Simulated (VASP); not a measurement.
# BaNaBr3 (P4/mmm) in VASP: further runs

Aim: see how the results for BaNaBr3 move with the level of theory and the settings. Levels: PBE, r2SCAN. Tasks: single point.

All numbers are computed with VASP 6.6.1; they aren't measurements. Logs are shortened: lines on timing, memory, paths and dates and some standing lists are left out, and cuts for length are marked.

### 1 The cell of the first run

Symmetry: P4/mmm, No. 123, tetragonal system. Conventional cell: a = 6.448 Å, b = 6.448 Å, c = 6.227 Å, α = 90.00°, β = 90.00°, γ = 90.00°. Within 5.9 Å of Na (site symmetry 4/mmm) lie 12 Br at 4.48 to 4.56 Å and 8 Ba at 5.52 Å. Within 4.1 Å of Ba (site symmetry 4/mmm) lie 6 Br at 3.11 to 3.22 Å. Within 4.1 Å of Br (site symmetry 4/mmm) lie 2 Ba at 3.11 Å. Within 4.2 Å of Br (site symmetry mmm) lie 2 Ba at 3.22 Å.

### 2 Single point, PBE (epitaxial xy strain +3.0%)

Contents of INCAR:

```
  PREC = Accurate
  ENCUT = 520
  EDIFF = 1E-7
  ISMEAR = -1
  SIGMA = 0.02
  LREAL = F
  LASPH = T
  NELM = 100
  ALGO = Normal
  ISIF = 2
  LWAVE = F
  LCHARG = T
  GGA = PE
  LELF = T
  LVHAR = T
  NBANDS = 27
```

Contents of KPOINTS:

```
Automatic mesh
0
Gamma
  4 4 4
```

Contents of POSCAR:

```
BaNaBr3
1.0
    6.4483889386      0.0000000000      0.0000000000
    0.0000000000      6.4483889386      0.0000000000
    0.0000000000      0.0000000000      6.2270021749
Na Ba Br
1 1 3
Direct
    0.0000000000      0.0000000000      0.0000000000
    0.5000000000      0.5000000000      0.5000000000
    0.5000000000      0.5000000000      0.0000000000
    0.5000000000      0.0000000000      0.5000000000
    0.0000000000      0.5000000000      0.5000000000
```

Potentials or basis: VASP PAW PBE potentials, release 64 (Na_pv, Ba_sv, Br).

Run with:

```
$ cat potpaw_PBE.64/Na_pv/POTCAR potpaw_PBE.64/Ba_sv/POTCAR potpaw_PBE.64/Br/POTCAR > POTCAR
$ mpirun -np 1 vasp_std > vasp.out
```

OUTCAR:

```text
PREC = Accurate
   ENCUT = 520
   EDIFF = 1E-7
   ISMEAR = -1
   LREAL = F
   LASPH = T
   NELM = 100
   ISIF = 2
   GGA = PE

 ion  position               nearest neighbor table
   1  0.000  0.000  0.000-
   2  0.500  0.500  0.500-   3 3.11   3 3.11   5 3.22   4 3.22   4 3.22   5 3.22
   3  0.500  0.500  0.000-   2 3.11   2 3.11
   4  0.500  0.000  0.500-   2 3.22   2 3.22
   5  0.000  0.500  0.500-   2 3.22   2 3.22

  LATTYP: Found a simple tetragonal cell.
 ALAT       =     6.4483889386
 C/A-ratio  =     0.9656678954

  Lattice vectors:

 A1 = (   6.4483889386,   0.0000000000,   0.0000000000)
 A2 = (   0.0000000000,   6.4483889386,   0.0000000000)
 A3 = (   0.0000000000,   0.0000000000,   6.2270021749)

Analysis of symmetry for initial positions (statically):
=====================================================================
 Subroutine PRICEL returns:
 Original cell was already a primitive cell.

 Routine SETGRP: Setting up the symmetry group for a
 simple tetragonal supercell.

 Subroutine GETGRP returns: Found 16 space group operations
 (whereof 16 operations were pure point group operations)
 out of a pool of 16 trial point group operations.

The static configuration has the point symmetry D_4h.

Analysis of symmetry for dynamics (positions and initial velocities):
=====================================================================
 Subroutine PRICEL returns:
 Original cell was already a primitive cell.

 Routine SETGRP: Setting up the symmetry group for a
 simple tetragonal supercell.

 Subroutine GETGRP returns: Found 16 space group operations
 (whereof 16 operations were pure point group operations)
 out of a pool of 16 trial point group operations.

The dynamic configuration has the point symmetry D_4h.

 Subroutine INISYM returns: Found 16 space group operations
 (whereof 16 operations are pure point group operations),
 and found     1 'primitive' translations

----------------------------------------------------------------------------------------

                                     Primitive cell

  volume of cell :     258.9295

  direct lattice vectors                    reciprocal lattice vectors
     6.448388939  0.000000000  0.000000000     0.155077494  0.000000000  0.000000000
     0.000000000  6.448388939  0.000000000     0.000000000  0.155077494  0.000000000
     0.000000000  0.000000000  6.227002175     0.000000000  0.000000000  0.160590919

  length of vectors
     6.448388939  6.448388939  6.227002175     0.155077494  0.155077494  0.160590919

  position of ions in fractional coordinates (direct lattice)
     0.000000000  0.000000000  0.000000000
     0.500000000  0.500000000  0.500000000
     0.500000000  0.500000000  0.000000000
     0.500000000  0.000000000  0.500000000
     0.000000000  0.500000000  0.500000000

  ion indices of the primitive-cell ions
   primitive index   ion index
                 1           1
                 2           2
                 3           3
                 4           4
                 5           5

----------------------------------------------------------------------------------------

 KPOINTS: Automatic mesh

Automatic generation of k-mesh.
 Grid dimensions read from file:
 generate k-points for:    4    4    4

 Generating k-lattice:

  Cartesian coordinates                     Fractional coordinates (reciprocal lattice)
     0.038769374  0.000000000  0.000000000     0.250000000  0.000000000  0.000000000
     0.000000000  0.038769374  0.000000000     0.000000000  0.250000000  0.000000000
     0.000000000  0.000000000  0.040147730     0.000000000  0.000000000  0.250000000

  Length of vectors
     0.038769374  0.038769374  0.040147730

  Shift w.r.t. Gamma in fractional coordinates (k-lattice)
     0.000000000  0.000000000  0.000000000

 Subroutine IBZKPT returns following result:
 ===========================================

 Found     18 irreducible k-points:

 Following reciprocal coordinates:
            Coordinates               Weight
  0.000000  0.000000  0.000000      1.000000
  0.250000  0.000000  0.000000      4.000000
  0.500000  0.000000  0.000000      2.000000
  0.250000  0.250000  0.000000      4.000000
  0.500000  0.250000  0.000000      4.000000
  0.500000  0.500000  0.000000      1.000000
[... 10 lines left out ...]
  0.500000  0.250000  0.500000      4.000000
  0.500000  0.500000  0.500000      1.000000
   k-points           NKPTS =     18   k-points in BZ     NKDIM =     18   number of bands    NBANDS=     27
   number of dos      NEDOS =    301   number of ions     NIONS =      5
   total plane-waves  NPLWV = 110592
   dimension x,y,z NGX =    48 NGY =   48 NGZ =   48
   dimension x,y,z NGXF=    96 NGYF=   96 NGZF=   96
   ions per type =               1   1   3
   NGX,Y,Z   is equivalent  to a cutoff of  12.37, 12.37, 12.81 a.u.
   NGXF,Y,Z  is equivalent  to a cutoff of  24.75, 24.75, 25.63 a.u.
 SYSTEM =  unknown system
   PREC   = accura    normal or accurate (medium, high low for compatibility)
   ISTART =      0    job   : 0-new  1-cont  2-samecut
   ICHARG =      2    charge: 1-file 2-atom 10-const
   ISPIN  =      1    spin polarized calculation?
   LNONCOLLINEAR =      F non collinear calculations
   LSORBIT =      F    spin-orbit coupling
   LASPH  =      T    aspherical Exc in radial PAW
   ENCUT  =  520.0 eV  38.22 Ry    6.18 a.u.  11.99 11.99 11.58*2*pi/ulx,y,z
   NELM   =    100;   NELMIN=  2; NELMDL= -5     # of ELM steps
   EDIFF  = 0.1E-06   stopping-criterion for ELM
   LREAL  =      F    real-space projection
   EDIFFG = 0.1E-05   stopping-criterion for IOM
   NSW    =      0    number of steps for IOM
   IBRION =     -1    ionic relax: 0-MD 1-quasi-New 2-CG
   NFREE  =      0    steps in history (QN), initial steepest desc. (CG)
   ISIF   =      2    stress and relaxation
   ISYM   =      2    0-nonsym 1-usesym 2-fastsym
   POTIM  = 0.5000    time-step for ionic-motion
   TEBEG  =    0.0;   TEEND  =   0.0 temperature during run
   PSTRESS=    0.0 pullay stress
   NELECT =      38.0000    total number of electrons
   NUPDOWN=      -1.0000    fix difference up-down
   EMIN   =  10.00;   EMAX   =-10.00  energy-range for DOS
   EFERMI =   0.00;   METHOD = LEGACY
   ISMEAR =    -1;   SIGMA  =   0.02  broadening in eV -4-tet -1-fermi 0-gaus
   EFERMI_NEDOS =   21; number of points for ismear=-14 and -15
   IALGO  =     38    algorithm
   IMIX   =      4    mixing-type and parameters
     AMIX     =   0.40;   BMIX     =  1.00
     AMIX_MAG =   1.60;   BMIX_MAG =  1.00
  volume/ion in A,a.u.               =      51.79       349.47
  Fermi-wavevector in a.u.,A,eV,Ry     =   0.863526  1.631828 10.145559  0.745678
  Thomas-Fermi vector in A             =   1.981489
   LORBIT       =      0    0 simple, 1 ext, 2 COOP (PROOUT), +10 PAW based schemes
   GGA     = PE    functional components
   LHFCALC =     F    Hartree Fock is set to
   AEXX    =    0.0000 exact exchange contribution
   IVDW    =     0    specifies the selected vdW correction
   LEPSILON=     F    determine dielectric tensor
   LRPA    =     F    only Hartree local field effects (RPA)
 non-spin polarized calculation
  energy-cutoff  :      520.00
  volume of cell :      258.93
 maximum number of plane-waves:      7012
 NGX is ok and might be reduce to    48
   NGX = 23   NGY = 23   NGZ = 23

 number of electron      37.9999985 magnetization

 Free energy of the ion-electron system (eV)
  ---------------------------------------------------
  ext. energy  EPLUGINS =         0.00000000
  ---------------------------------------------------
  free energy    TOTEN  =       -16.43990358 eV

  energy without entropy =      -16.43990358  energy(sigma->0) =      -16.43990358

 E-fermi :  -1.6937     XC(G=0):  -6.0679

 val. band max:       -2.2222682900   @ k =   0.5000   0.5000   0.5000
 cond. band min:       0.5968416167   @ k =   0.0000   0.0000   0.0000
 fundamental gap:      2.8191099066
 Fermi energy:        -1.6937373764

 k-point     1 :       0.0000    0.0000    0.0000
  band No.  band energies     occupation
      1     -27.7653      2.00000
      2     -26.8451      2.00000
      3     -26.8451      2.00000
      4     -26.8446      2.00000
      5     -14.6846      2.00000
      6     -14.5741      2.00000
[... 19 lines left out ...]
     26       4.4297      0.00000
     27       4.8616      0.00000

 k-point     2 :       0.2500    0.0000    0.0000
  band No.  band energies     occupation
      1     -27.7650      2.00000
      2     -26.8451      2.00000
      3     -26.8451      2.00000
      4     -26.8446      2.00000
      5     -14.7070      2.00000
      6     -14.6682      2.00000
[... 19 lines left out ...]
     26       4.7560      0.00000
     27       5.0208      0.00000

 k-point     3 :       0.5000    0.0000    0.0000
  band No.  band energies     occupation
      1     -27.7647      2.00000
      2     -26.8451      2.00000
      3     -26.8451      2.00000
      4     -26.8446      2.00000
      5     -14.8045      2.00000
      6     -14.6783      2.00000
[... 19 lines left out ...]
     26       4.8524      0.00000
     27       5.0874      0.00000

 k-point     4 :       0.2500    0.2500    0.0000
  band No.  band energies     occupation
      1     -27.7647      2.00000
      2     -26.8451      2.00000
      3     -26.8451      2.00000
      4     -26.8446      2.00000
      5     -14.7152      2.00000
      6     -14.6862      2.00000
[... 19 lines left out ...]
     26       4.5239      0.00000
     27       4.7737      0.00000
[... 336 lines left out ...]
      4     -26.8447      2.00000
      5     -15.0142      2.00000
      6     -14.7033      2.00000
[... 19 lines left out ...]
     26       4.8003      0.00000
     27       4.9205      0.00000

 k-point    17 :       0.5000    0.2500    0.5000
  band No.  band energies     occupation
      1     -27.7632      2.00000
      2     -26.8451      2.00000
      3     -26.8451      2.00000
      4     -26.8447      2.00000
      5     -15.0138      2.00000
      6     -14.8026      2.00000
[... 19 lines left out ...]
     26       4.5633      0.00000
     27       4.7738      0.00000

 k-point    18 :       0.5000    0.5000    0.5000
  band No.  band energies     occupation
      1     -27.7629      2.00000
      2     -26.8451      2.00000
      3     -26.8451      2.00000
      4     -26.8447      2.00000
      5     -15.0133      2.00000
      6     -14.8022      2.00000
[... 19 lines left out ...]
     26       4.6517      0.00000
     27       4.8039      0.00000

------------------------ aborting loop because EDIFF is reached ----------------------------------------

  FORCE on cell =-STRESS in cart. coord.  units (eV):
  Direction    XX          YY          ZZ          XY          YZ          ZX
  --------------------------------------------------------------------------------------
  -------------------------------------------------------------------------------------
  Total       -1.1393287     -1.1393287      0.5784581      0.0000000      0.0000000      0.0000000
  in kB       -7.0498223     -7.0498223      3.5793240      0.0000000      0.0000000      0.0000000
  external PRESSURE =      -3.5067735 kB  Pullay stress =       0.0000000 kB

 VOLUME and BASIS-vectors are now :
 -----------------------------------------------------------------------------
  energy-cutoff  :      520.00
  volume of cell :      258.93
      direct lattice vectors                 reciprocal lattice vectors
     6.448388939  0.000000000  0.000000000     0.155077494  0.000000000  0.000000000
     0.000000000  6.448388939  0.000000000     0.000000000  0.155077494  0.000000000
     0.000000000  0.000000000  6.227002175     0.000000000  0.000000000  0.160590919

 POSITION                                       TOTAL-FORCE (eV/Angst)
 -----------------------------------------------------------------------------------
      0.00000      0.00000      0.00000         0.000000      0.000000      0.000000
      3.22419      3.22419      3.11350         0.000000      0.000000      0.000000
      3.22419      3.22419      0.00000         0.000000      0.000000      0.000000
      3.22419      0.00000      3.11350         0.000000      0.000000      0.000000
      0.00000      3.22419      3.11350         0.000000      0.000000      0.000000
 -----------------------------------------------------------------------------------
    total drift:                                0.000000     -0.000000     -0.000000

  FREE ENERGIE OF THE ION-ELECTRON SYSTEM (eV)
  ---------------------------------------------------
  free  energy   TOTEN  =       -16.4399035781 eV

  energy  without entropy=      -16.4399035781  energy(sigma->0) =      -16.43990358
```

Run time: 3 min. Hardware: 1 thread of Oxide Virtual Turin-like, shared host; peak memory 0.36 GiB.

Results:

| Quantity | Value |
| --- | --- |
| Free energy | -16.4399 eV |
| Pressure | -0.4 GPa |
| Band gap on the k mesh | 2.82 eV, indirect (least direct gap 2.96 eV) |

Caveat: the cell differs from its parent crystal (epitaxial xy strain +3.0%); spin-orbit coupling is left out, which moves the levels of the heavy elements. A k mesh can miss the band edges.

(Continued in part 2 of 2.)
